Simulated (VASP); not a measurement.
# PdPt2 in VASP: single point with PBE

Aim: the single point of PdPt2 with PBE.

Everything below comes from runs of VASP 6.6.1. Logs are shortened: lines on timing, memory, paths and dates and some standing lists are left out, and cuts for length are marked.

### Step 1. The cell of the first run

The cell holds a sheet with vacuum, 3 atoms: a = 2.672 Å, b = 2.672 Å, c = 31.862 Å, α = 90.00°, β = 90.00°, γ = 90.00°.

The cell was generated, and may not be a known phase.

### Step 2. Single point, PBE, collinear spin

INCAR reads:

```
PREC = Accurate ; ENCUT = 520
EDIFF = 1E-6 ; ISMEAR = 0
SIGMA = 0.1 ; LREAL = F
LASPH = T ; NELM = 150
ALGO = Fast ; ISIF = 2
LWAVE = F ; LCHARG = F
ISPIN = 2 ; MAGMOM = 0.3 0.31 0.31
LORBIT = 11 ; LMAXMIX = 4
LDIPOL = T ; IDIPOL = 3
DIPOL = 0.5 0.5 0.282 ; GGA = PE
NBANDS = 26
```

KPOINTS reads:

```
Automatic mesh
0
Gamma
  18 18 1
```

POSCAR reads:

```
PdPt2
1.0
    2.6715169205      0.0000000000      0.0000000000
    0.0000000000      2.6715169205      0.0000000000
    0.0000000000      0.0000000000     31.8620527091
Pd Pt
1 2
Direct
    0.5000000000      0.5000000000      0.2824676766
    0.0000000000      0.0000000000      0.3472895491
    0.0000000000      0.0000000000      0.2176458040
```

Potentials or basis: VASP PAW PBE potentials, release 64 (Pd, Pt).

On the command line:

```sh
> cat potpaw_PBE.64/Pd/POTCAR potpaw_PBE.64/Pt/POTCAR > POTCAR
> mpirun -np 1 vasp_std > vasp.out
```

OUTCAR:

```text
PREC = Accurate
   ENCUT = 520
   EDIFF = 1E-6
   ISMEAR = 0
   LREAL = F
   LASPH = T
   NELM = 150
   ISIF = 2
   ISPIN = 2
   LORBIT = 11
   GGA = PE

 ion  position               nearest neighbor table
   1  0.500  0.500  0.282-   2 2.80   2 2.80   2 2.80   2 2.80   3 2.80   3 2.80   3 2.80   3 2.80

   2  0.000  0.000  0.347-   1 2.80   1 2.80   1 2.80   1 2.80
   3  0.000  0.000  0.218-   1 2.80   1 2.80   1 2.80   1 2.80

  LATTYP: Found a simple tetragonal cell.
 ALAT       =     2.6715169205
 C/A-ratio  =    11.9265771684

  Lattice vectors:

 A1 = (   2.6715169205,   0.0000000000,   0.0000000000)
 A2 = (   0.0000000000,   2.6715169205,   0.0000000000)
 A3 = (   0.0000000000,   0.0000000000,  31.8620527091)

Analysis of symmetry for initial positions (statically):
=====================================================================
 Subroutine PRICEL returns:
 Original cell was already a primitive cell.

 Routine SETGRP: Setting up the symmetry group for a
 simple tetragonal supercell.

 Subroutine GETGRP returns: Found 16 space group operations
 (whereof  8 operations were pure point group operations)
 out of a pool of 16 trial point group operations.

The static configuration has the point symmetry C_4v.
 The point group associated with its full space group is D_4h.

Analysis of symmetry for dynamics (positions and initial velocities):
=====================================================================
 Subroutine PRICEL returns:
 Original cell was already a primitive cell.

 Routine SETGRP: Setting up the symmetry group for a
 simple tetragonal supercell.

 Subroutine GETGRP returns: Found 16 space group operations
 (whereof  8 operations were pure point group operations)
 out of a pool of 16 trial point group operations.

The dynamic configuration has the point symmetry C_4v.
 The point group associated with its full space group is D_4h.

Analysis of structural, dynamic, and magnetic symmetry:
=====================================================================
 Subroutine PRICEL returns:
 Original cell was already a primitive cell.

 Routine SETGRP: Setting up the symmetry group for a
 simple tetragonal supercell.

 Subroutine GETGRP returns: Found 16 space group operations
 (whereof  8 operations were pure point group operations)
 out of a pool of 16 trial point group operations.

The overall configuration has the point symmetry C_4v.
 The point group associated with its full space group is D_4h.

 Subroutine INISYM returns: Found 16 space group operations
 (whereof  8 operations are pure point group operations),
 and found     1 'primitive' translations
[... 133 lines left out ...]
 maximum number of plane-waves:      6171
 NGX is ok and might be reduce to    20
   NGX =  9   NGY =  9   NGZ =119

 dipolmoment           0.000000      0.000000      0.000001 electrons x Angstroem

 number of electron      29.9999997 magnetization       0.0000070

 number of electron      29.9999997 magnetization      -0.0000150

 dipolmoment           0.000000      0.000000     -0.000001 electrons x Angstroem

 Free energy of the ion-electron system (eV)
  ---------------------------------------------------
  ext. energy  EPLUGINS =         0.00000000
  ---------------------------------------------------
  free energy    TOTEN  =       -15.88301259 eV

  energy without entropy =      -15.85272126  energy(sigma->0) =      -15.86786692

 E-fermi :  -2.5127     XC(G=0):  -3.2331

 val. band max:       -2.5231825972   @ k =   0.3333   0.0556   0.0000
 cond. band min:      -2.5120223717   @ k =   0.3333   0.0000   0.0000
 fundamental gap:      0.0111602255
 Fermi energy:        -2.5126641369

 spin component 1

 k-point     1 :       0.0000    0.0000    0.0000
  band No.  band energies     occupation
      1     -10.3367      1.00000
      2      -9.2560      1.00000
      3      -8.1880      1.00000
      4      -8.0211      1.00000
      5      -7.5878      1.00000
      6      -6.5078      1.00000
[... 685 lines left out ...]
     25       6.6727      0.00000
     26       6.7978      0.00000

 [... further k-points ...]

 spin component 2

 k-point     1 :       0.0000    0.0000    0.0000
  band No.  band energies     occupation
      1     -10.3367      1.00000
      2      -9.2560      1.00000
      3      -8.1880      1.00000
      4      -8.0211      1.00000
      5      -7.5878      1.00000
      6      -6.5078      1.00000
[... 685 lines left out ...]
     25       6.6701      0.00000
     26       9.1823      0.00000

 [... further k-points ...]

------------------------ aborting loop because EDIFF is reached ----------------------------------------

 vacuum level on the upper side and lower side of the slab       (xc-potential included)        -0.057        -0.058

  FORCE on cell =-STRESS in cart. coord.  units (eV):
  Direction    XX          YY          ZZ          XY          YZ          ZX
  --------------------------------------------------------------------------------------
  -------------------------------------------------------------------------------------
  Total       -0.1319253     -0.1319253     -0.0923950      0.0000000      0.0000000      0.0000000
  in kB       -0.9294995     -0.9294995     -0.6509825      0.0000000      0.0000000      0.0000000
  external PRESSURE =      -0.8366605 kB  Pullay stress =       0.0000000 kB

 VOLUME and BASIS-vectors are now :
 -----------------------------------------------------------------------------
  energy-cutoff  :      520.00
  volume of cell :      227.40
      direct lattice vectors                 reciprocal lattice vectors
     2.671516920  0.000000000  0.000000000     0.374319171  0.000000000  0.000000000
     0.000000000  2.671516920  0.000000000     0.000000000  0.374319171  0.000000000
     0.000000000  0.000000000 31.862052709     0.000000000  0.000000000  0.031385297

 POSITION                                       TOTAL-FORCE (eV/Angst)
 -----------------------------------------------------------------------------------
      1.33576      1.33576      9.00000         0.000000      0.000000      0.000000
      0.00000      0.00000     11.06536         0.000000     -0.000000     -0.013574
      0.00000      0.00000      6.93464         0.000000      0.000000      0.013574
 -----------------------------------------------------------------------------------
    total drift:                               -0.000000     -0.000000     -0.000031

  FREE ENERGIE OF THE ION-ELECTRON SYSTEM (eV)
  ---------------------------------------------------
  free  energy   TOTEN  =       -15.8830125867 eV

  energy  without entropy=      -15.8527212612  energy(sigma->0) =      -15.86786692

 vacuum level on the upper side and lower side of the slab         3.244         3.244

 total charge

# of ion       s       p       d       tot
------------------------------------------
    1        0.467   0.523   8.481   9.471
    2        0.667   0.416   8.041   9.123
    3        0.667   0.416   8.041   9.123
--------------------------------------------------
tot          1.800   1.355  24.563  27.718

 magnetization (x)

# of ion       s       p       d       tot
------------------------------------------
    1       -0.000  -0.000  -0.000  -0.000
    2        0.000   0.000  -0.000  -0.000
    3        0.000   0.000  -0.000  -0.000
--------------------------------------------------
tot         -0.000   0.000  -0.000  -0.000
```

OSZICAR:

```text
N       E                     dE             d eps       ncg     rms          rms(c)
DAV:   1     0.189972067770E+03    0.18997E+03   -0.11065E+04  5776   0.879E+02
DAV:   2    -0.758503203210E+01   -0.19756E+03   -0.17680E+03  7488   0.190E+02
DAV:   3    -0.167661683818E+02   -0.91811E+01   -0.87147E+01  6844   0.428E+01
DAV:   4    -0.168916277441E+02   -0.12546E+00   -0.12486E+00  7426   0.527E+00
[... 25 lines left out ...]
RMM:  30    -0.158830056980E+02   -0.61746E-05   -0.12671E-07  4540   0.142E-03    0.342E-04
RMM:  31    -0.158830095774E+02   -0.38794E-05   -0.11445E-07  4457   0.119E-03    0.518E-04
RMM:  32    -0.158830108810E+02   -0.13036E-05   -0.25076E-08  3604   0.737E-04    0.237E-04
RMM:  33    -0.158830119785E+02   -0.10975E-05   -0.67517E-09  3391   0.692E-04    0.817E-05
RMM:  34    -0.158830125867E+02   -0.60825E-06   -0.48970E-09  3353   0.700E-04
   1 F= -.15883013E+02 E0= -.15867867E+02  d E =-.302913E-01  mag=    -0.0000
```

Wall time 24 min (1 thread of Oxide Virtual Turin-like, shared host); peak memory 0.69 GiB.

What came out:

```yaml
Free_energy: -15.8830 eV
Largest_force: 0.014 eV/Å
Band_gap_on_the_k_mesh: zero (filled and empty bands overlap)
Net_moment: 0.00 μB per cell
Valence_electrons_inside_the_program's_atomic_spheres: Pd 9.47; Pt 9.12
```

Forces on the atoms (eV/Å):
```
Pd   0.000  0.000  0.000
Pt   0.000  0.000 -0.014
Pt   0.000  0.000  0.014
```

Levels at points of the mesh, in eV from the Fermi level:
Spin up:
```csv
k point,band 12,band 13,band 14,band 15,band 16,band 17,band 18,band 19
"(0.00, 0.00, 0.00)",-0.77,-0.70,-0.16,0.19,0.19,0.23,0.37,1.73
"(0.50, 0.00, 0.00)",-0.53,-0.43,-0.21,0.08,1.06,2.20,2.58,4.97
"(0.50, 0.50, 0.00)",-0.07,0.47,1.72,1.72,4.81,4.81,7.50,7.50
```
Spin down:
| k point | band 11 | band 12 | band 13 | band 14 | band 15 | band 16 | band 17 | band 18 | band 19 | band 20 |
| --- | --- | --- | --- | --- | --- | --- | --- | --- | --- | --- |
| (0.00, 0.00, 0.00) | -0.77 | -0.77 | -0.70 | -0.16 | 0.19 | 0.19 | 0.23 | 0.37 | 1.73 | 5.53 |
| (0.50, 0.00, 0.00) | -1.39 | -0.53 | -0.43 | -0.21 | 0.08 | 1.06 | 2.20 | 2.58 | 4.97 | 5.20 |
| (0.50, 0.50, 0.00) | -0.84 | -0.07 | 0.47 | 1.72 | 1.72 | 4.81 | 4.81 | 7.50 | 7.50 | 9.61 |

Caveat: spin-orbit coupling is left out, which moves the levels of the heavy elements.
